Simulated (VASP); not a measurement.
# Sn in VASP: notebook

Runs on Sn. Level: LDA. Tasks: electric field gradients.

Program: VASP 6.6.1. These are calculated values, not measurements. Logs are shortened: lines on timing, memory, paths and dates and some standing lists are left out, and cuts for length are marked.

### Step 1. The cell of the first run

The structure is trigonal, space group R-3m (No. 166). The conventional cell has a = 4.544 Å, b = 4.544 Å, c = 11.468 Å, α = 90.00°, β = 90.00°, γ = 120.00°. Sn (site symmetry 3m) has 4 Sn at 2.79 to 2.87 Å within 3.7 Å.

### Step 2. Electric field gradients, LDA (equal xy, yz and zx shear strains of +2 %)

INCAR

```
PREC     = Accurate       # precision mode
ENCUT    = 520            # plane-wave cutoff, eV
EDIFF    = 1E-8           # SCF threshold, eV
ISMEAR   = -1             # smearing method
SIGMA    = 0.03           # smearing width, eV
LREAL    = False          # projectors in reciprocal space
LASPH    = True           # aspherical terms in the spheres
NELM     = 100            # most SCF steps
ALGO     = Normal         # electronic algorithm
ISIF     = 2              # what is computed and relaxed
LWAVE    = False          # write WAVECAR
LCHARG   = False          # write CHGCAR
GGA      = CA             # functional
LEFG     = True         
NBANDS   = 21             # bands
```

KPOINTS

```
Automatic mesh
0
Gamma
  9 9 9
```

POSCAR

```
Sn
1.0
    0.0649120000      3.2780560000      3.2780560000
    3.2780560000      0.0649120000      3.2780560000
    3.2780560000      3.2780560000      0.0649120000
Sn
2
Direct
    0.5000000000      0.5000000000      0.5000000000
    0.7500000000      0.7500000000      0.7500000000
```

Potentials or basis: VASP PAW LDA potentials, release 64 (Sn_d).

On the command line:

```console
cat potpaw_LDA.64/Sn_d/POTCAR > POTCAR
mpirun -np 1 vasp_std > vasp.out
```

OUTCAR:

```text
PREC = Accurate
   ENCUT = 520
   EDIFF = 1E-8
   ISMEAR = -1
   LREAL = False
   LASPH = True
   NELM = 100
   ISIF = 2
   GGA = CA

 ion  position               nearest neighbor table
   1  0.500  0.500  0.500-   2 2.79   2 2.79   2 2.79   2 2.87
   2  0.750  0.750  0.750-   1 2.79   1 2.79   1 2.79   1 2.87

  LATTYP: Found a trigonal (rhomboedric) cell.
 ALAT       =     4.6363256838
 COS(alpha) =     0.5197000882

  Lattice vectors:

 A1 = (   0.0649120000,   3.2780560000,   3.2780560000)
 A2 = (   3.2780560000,   0.0649120000,   3.2780560000)
 A3 = (   3.2780560000,   3.2780560000,   0.0649120000)

Analysis of symmetry for initial positions (statically):
=====================================================================
 Subroutine PRICEL returns:
 Original cell was already a primitive cell.

 Routine SETGRP: Setting up the symmetry group for a
 trigonal (rhombohedral) supercell.

 Subroutine GETGRP returns: Found 12 space group operations
 (whereof  6 operations were pure point group operations)
 out of a pool of 12 trial point group operations.

The static configuration has the point symmetry C_3v.
 The point group associated with its full space group is D_3d.

Analysis of symmetry for dynamics (positions and initial velocities):
=====================================================================
 Subroutine PRICEL returns:
 Original cell was already a primitive cell.

 Routine SETGRP: Setting up the symmetry group for a
 trigonal (rhombohedral) supercell.

 Subroutine GETGRP returns: Found 12 space group operations
 (whereof  6 operations were pure point group operations)
 out of a pool of 12 trial point group operations.

The dynamic configuration has the point symmetry C_3v.
 The point group associated with its full space group is D_3d.

 Subroutine INISYM returns: Found 12 space group operations
 (whereof  6 operations are pure point group operations),
 and found     1 'primitive' translations

----------------------------------------------------------------------------------------

                                     Primitive cell

  volume of cell :      68.3574

  direct lattice vectors                    reciprocal lattice vectors
     0.064912000  3.278056000  3.278056000    -0.157136425  0.154085232  0.154085232
     3.278056000  0.064912000  3.278056000     0.154085232 -0.157136425  0.154085232
     3.278056000  3.278056000  0.064912000     0.154085232  0.154085232 -0.157136425

  length of vectors
     4.636325684  4.636325684  4.636325684     0.268656609  0.268656609  0.268656609

  position of ions in fractional coordinates (direct lattice)
     0.500000000  0.500000000  0.500000000
     0.750000000  0.750000000  0.750000000

  ion indices of the primitive-cell ions
   primitive index   ion index
                 1           1
                 2           2

----------------------------------------------------------------------------------------

 KPOINTS: Automatic mesh

Automatic generation of k-mesh.
 Grid dimensions read from file:
 generate k-points for:    9    9    9

 Generating k-lattice:

  Cartesian coordinates                     Fractional coordinates (reciprocal lattice)
    -0.017459603  0.017120581  0.017120581     0.111111111  0.000000000  0.000000000
     0.017120581 -0.017459603  0.017120581     0.000000000  0.111111111  0.000000000
     0.017120581  0.017120581 -0.017459603     0.000000000  0.000000000  0.111111111

  Length of vectors
     0.029850734  0.029850734  0.029850734

  Shift w.r.t. Gamma in fractional coordinates (k-lattice)
     0.000000000  0.000000000  0.000000000

 Subroutine IBZKPT returns following result:
 ===========================================

 Found     85 irreducible k-points:

 Following reciprocal coordinates:
            Coordinates               Weight
  0.000000  0.000000  0.000000      1.000000
  0.111111 -0.000000 -0.000000      6.000000
  0.222222 -0.000000 -0.000000      6.000000
  0.333333 -0.000000  0.000000      6.000000
  0.444444 -0.000000 -0.000000      6.000000
  0.111111  0.111111 -0.000000      6.000000
[... 16 lines left out ...]
 -0.333333  0.333333  0.000000      6.000000
  0.444444  0.444444 -0.000000      6.000000
 [... further k-points ...]
   k-points           NKPTS =     85   k-points in BZ     NKDIM =     85   number of bands    NBANDS=     21
   number of dos      NEDOS =    301   number of ions     NIONS =      2
   total plane-waves  NPLWV =  46656
   dimension x,y,z NGX =    36 NGY =   36 NGZ =   36
   dimension x,y,z NGXF=    72 NGYF=   72 NGZF=   72
   ions per type =               2
   NGX,Y,Z   is equivalent  to a cutoff of  12.91, 12.91, 12.91 a.u.
   NGXF,Y,Z  is equivalent  to a cutoff of  25.82, 25.82, 25.82 a.u.
 SYSTEM =  unknown system
   PREC   = accura    normal or accurate (medium, high low for compatibility)
   ISTART =      0    job   : 0-new  1-cont  2-samecut
   ICHARG =      2    charge: 1-file 2-atom 10-const
   ISPIN  =      1    spin polarized calculation?
   LNONCOLLINEAR =      F non collinear calculations
   LSORBIT =      F    spin-orbit coupling
   LASPH  =      T    aspherical Exc in radial PAW
   ENCUT  =  520.0 eV  38.22 Ry    6.18 a.u.   8.62  8.62  8.62*2*pi/ulx,y,z
   NELM   =    100;   NELMIN=  2; NELMDL= -5     # of ELM steps
   EDIFF  = 0.1E-07   stopping-criterion for ELM
   LREAL  =      F    real-space projection
   EDIFFG = 0.1E-06   stopping-criterion for IOM
   NSW    =      0    number of steps for IOM
   IBRION =     -1    ionic relax: 0-MD 1-quasi-New 2-CG
   NFREE  =      0    steps in history (QN), initial steepest desc. (CG)
   ISIF   =      2    stress and relaxation
   ISYM   =      2    0-nonsym 1-usesym 2-fastsym
   POTIM  = 0.5000    time-step for ionic-motion
   TEBEG  =    0.0;   TEEND  =   0.0 temperature during run
   PSTRESS=    0.0 pullay stress
   NELECT =      28.0000    total number of electrons
   NUPDOWN=      -1.0000    fix difference up-down
   EMIN   =  10.00;   EMAX   =-10.00  energy-range for DOS
   EFERMI =   0.00;   METHOD = LEGACY
   ISMEAR =    -1;   SIGMA  =   0.03  broadening in eV -4-tet -1-fermi 0-gaus
   EFERMI_NEDOS =   21; number of points for ismear=-14 and -15
   IALGO  =     38    algorithm
   IMIX   =      4    mixing-type and parameters
     AMIX     =   0.40;   BMIX     =  1.00
     AMIX_MAG =   1.60;   BMIX_MAG =  1.00
  volume/ion in A,a.u.               =      34.18       230.65
  Fermi-wavevector in a.u.,A,eV,Ry     =   1.215810  2.297547 20.112045  1.478194
  Thomas-Fermi vector in A             =   2.351185
   LORBIT       =      0    0 simple, 1 ext, 2 COOP (PROOUT), +10 PAW based schemes
   GGA     = CA    functional components
   LHFCALC =     F    Hartree Fock is set to
   AEXX    =    0.0000 exact exchange contribution
   IVDW    =     0    specifies the selected vdW correction
   LEPSILON=     F    determine dielectric tensor
   LRPA    =     F    only Hartree local field effects (RPA)
 non-spin polarized calculation
  energy-cutoff  :      520.00
  volume of cell :       68.36
 maximum number of plane-waves:      1868
   NGX = 17   NGY = 17   NGZ = 17

 number of electron      28.0000008 magnetization

 Free energy of the ion-electron system (eV)
  ---------------------------------------------------
  ext. energy  EPLUGINS =         0.00000000
  ---------------------------------------------------
  free energy    TOTEN  =        -8.92549367 eV

  energy without entropy =       -8.92452232  energy(sigma->0) =       -8.92500799

 E-fermi :   5.2709     XC(G=0):  -9.1920

 val. band max:        5.2580968614   @ k =   0.1111   0.1111   0.1111
 cond. band min:       5.3802076408   @ k =   0.3333  -0.0000   0.0000
 fundamental gap:      0.1221107794
 Fermi energy:         5.2709073963

 k-point     1 :       0.0000    0.0000    0.0000
  band No.  band energies     occupation
      1     -16.2703      2.00000
      2     -16.2703      2.00000
      3     -16.2181      2.00000
      4     -16.1915      2.00000
      5     -16.1915      2.00000
      6     -15.9079      2.00000
[... 13 lines left out ...]
     20      13.4065      0.00000
     21      13.4080      0.00000

 k-point     2 :       0.1111   -0.0000   -0.0000
  band No.  band energies     occupation
      1     -16.2780      2.00000
      2     -16.2688      2.00000
      3     -16.2301      2.00000
      4     -16.1789      2.00000
      5     -16.1748      2.00000
      6     -15.9155      2.00000
[... 13 lines left out ...]
     20      12.4651      0.00000
     21      12.5995      0.00000

 k-point     3 :       0.2222   -0.0000   -0.0000
  band No.  band energies     occupation
      1     -16.2905      2.00000
      2     -16.2672      2.00000
      3     -16.2393      2.00000
      4     -16.1541      2.00000
      5     -16.1525      2.00000
      6     -15.9283      2.00000
[... 13 lines left out ...]
     20      12.0838      0.00000
     21      12.2964      0.00000

 k-point     4 :       0.3333   -0.0000    0.0000
  band No.  band energies     occupation
      1     -16.2990      2.00000
      2     -16.2681      2.00000
      3     -16.2378      2.00000
      4     -16.1384      2.00000
      5     -16.1325      2.00000
      6     -15.9366      2.00000
[... 13 lines left out ...]
     20      12.5633      0.00000
     21      12.8468      0.00000

 k-point     5 :       0.4444   -0.0000   -0.0000
  band No.  band energies     occupation
      1     -16.3026      2.00000
      2     -16.2686      2.00000
      3     -16.2343      2.00000
      4     -16.1333      2.00000
      5     -16.1210      2.00000
      6     -15.9462      2.00000
[... 13 lines left out ...]
     20      13.7186      0.00000
     21      13.9968      0.00000
[... 382 lines left out ...]
     20      14.5803      0.00000
     21      15.1977      0.00000

 k-point    22 :      -0.4444    0.3333   -0.0000
  band No.  band energies     occupation
      1     -16.3350      2.00000
      2     -16.2910      2.00000
      3     -16.1762      2.00000
      4     -16.0850      2.00000
      5     -16.0580      2.00000
      6     -16.0196      2.00000
[... 13 lines left out ...]
     20      13.9228      0.00000
     21      15.5825      0.00000

 k-point    23 :      -0.3333    0.3333    0.0000
  band No.  band energies     occupation
      1     -16.3386      2.00000
      2     -16.2909      2.00000
      3     -16.1717      2.00000
      4     -16.0619      2.00000
      5     -16.0512      2.00000
      6     -16.0328      2.00000
[... 13 lines left out ...]
     20      12.6862      0.00000
     21      16.0203      0.00000

 k-point    24 :       0.4444    0.4444   -0.0000
  band No.  band energies     occupation
      1     -16.3160      2.00000
      2     -16.2924      2.00000
      3     -16.1952      2.00000
      4     -16.1366      2.00000
      5     -16.0568      2.00000
      6     -15.9989      2.00000
[... 13 lines left out ...]
     20      15.1121      0.00000
     21      15.6046      0.00000

 [... further k-points ...]
[... 5 lines left out ...]
  --------------------------------------------------------------------------------------
  -------------------------------------------------------------------------------------
  Total       -0.1135127     -0.1135127     -0.1135127     -0.3982870     -0.3982870     -0.3982870
  in kB       -2.6605373     -2.6605373     -2.6605373     -9.3351482     -9.3351482     -9.3351482
  external PRESSURE =      -2.6605373 kB  Pullay stress =       0.0000000 kB

 VOLUME and BASIS-vectors are now :
 -----------------------------------------------------------------------------
  energy-cutoff  :      520.00
  volume of cell :       68.36
      direct lattice vectors                 reciprocal lattice vectors
     0.064912000  3.278056000  3.278056000    -0.157136425  0.154085232  0.154085232
     3.278056000  0.064912000  3.278056000     0.154085232 -0.157136425  0.154085232
     3.278056000  3.278056000  0.064912000     0.154085232  0.154085232 -0.157136425

 POSITION                                       TOTAL-FORCE (eV/Angst)
 -----------------------------------------------------------------------------------
      3.31051      3.31051      3.31051         0.158037      0.158037      0.158037
      4.96577      4.96577      4.96577        -0.158037     -0.158037     -0.158037
 -----------------------------------------------------------------------------------
    total drift:                                0.000000      0.000000      0.000000

  FREE ENERGIE OF THE ION-ELECTRON SYSTEM (eV)
  ---------------------------------------------------
  free  energy   TOTEN  =        -8.9254936685 eV

  energy  without entropy=       -8.9245223193  energy(sigma->0) =       -8.92500799

 Electric field gradients (V/A^2)
---------------------------------------------------------------------
 ion       V_xx      V_yy      V_zz      V_xy      V_xz      V_yz
---------------------------------------------------------------------
   1      -0.000    -0.000     0.000    14.622    14.622    14.622
   2      -0.000    -0.000     0.000    14.622    14.622    14.622
---------------------------------------------------------------------

 Electric field gradients after diagonalization (V/A^2)
 (convention: |V_zz| > |V_xx| > |V_yy|)
----------------------------------------------------------------------
 ion       V_xx      V_yy      V_zz     asymmetry (V_yy - V_xx)/ V_zz
----------------------------------------------------------------------
   1     -14.622   -14.622    29.244       0.000
   2     -14.622   -14.622    29.244       0.000
----------------------------------------------------------------------

           NMR quadrupolar parameters

 Cq : quadrupolar parameter    Cq=e*Q*V_zz/h
 eta: asymmetry parameters     (V_yy - V_xx)/ V_zz
 Q  : nuclear electric quadrupole moment in mb (millibarn)
----------------------------------------------------------------------
 ion       Cq(MHz)       eta       Q (mb)
----------------------------------------------------------------------
   1       0.071       0.000       1.000
   2       0.071       0.000       1.000
----------------------------------------------------------------------
```

Run time: 72 s. Hardware: 1 thread of AMD EPYC 9R45 (Zen 5), shared host; peak memory 0.2 GiB.

What came out:

* Free energy: -8.9255 eV
* Pressure: -0.3 GPa
* Largest force: 0.274 eV/Å
* Band gap on the k mesh: zero (band 14 reaches 5.46 eV, above the bottom of band 15 at 5.22 eV)

Forces on the atoms (eV/Å):
```
Sn   0.158  0.158  0.158
Sn  -0.158 -0.158 -0.158
```

Levels at points of the mesh, in eV from the Fermi level:
| k point | band 11 | band 12 | band 13 | band 14 | band 15 | band 16 | band 17 | band 18 |
| --- | --- | --- | --- | --- | --- | --- | --- | --- |
| (0.00, 0.00, 0.00) | -10.56 | -0.73 | 0.15 | 0.19 | 0.19 | 2.03 | 2.36 | 2.36 |

Electric field gradients, principal values (V/Å²):
```csv
atom,least,middle,greatest (by size)
1 Sn,-14.622,-14.622,29.244
2 Sn,-14.622,-14.622,29.244
```

Caveat: the cell differs from its parent crystal (equal xy, yz and zx shear strains of +2 %); without QUAD_EFG the Cq values of the log hold for a quadrupole moment of 1 mb, not for the nuclei; spin-orbit coupling is left out, which moves the levels of the heavy elements.

(Continued in part 2 of 2.)
